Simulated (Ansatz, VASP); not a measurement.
# One calculation of Mg, two programs

```xyz
1
Lattice="-1.8057 1.8057 1.8057 1.8057 -1.8057 1.8057 1.8057 1.8057 -1.8057" Properties=species:S:1:pos:R:3 pbc="T T T"
Mg    0.0000    0.0000    0.0000
```

Alike in both runs: functional revPBE; k mesh 12 × 12 × 12; occupations fermi-dirac, width 0.1 eV; no spin polarisation.

Ansatz relaxed the structure, and its values are those at the end. VASP's run is a single point on that final structure, the one shown.

|  | VASP | Ansatz |
| --- | --- | --- |
| version | VASP 6.6.1 | Ansatz 0.2.0 |
| potentials or method | VASP PAW PBE potentials, release 64 (Mg), cutoff 520 eV | plane waves (420 eV) with PAW, scalar-relativistic |
| valence electrons in the cell | 2 | 10 |

Ansatz gave:

- pressure (GPa): 0.0

What did VASP give for the same quantities?

Pressure (GPa): -0.2.

VASP's potentials were made for PBE, not for revPBE. VASP's potentials hold 2 valence electrons a cell and Ansatz's 10, so a difference there can come from the potentials and not from the codes.
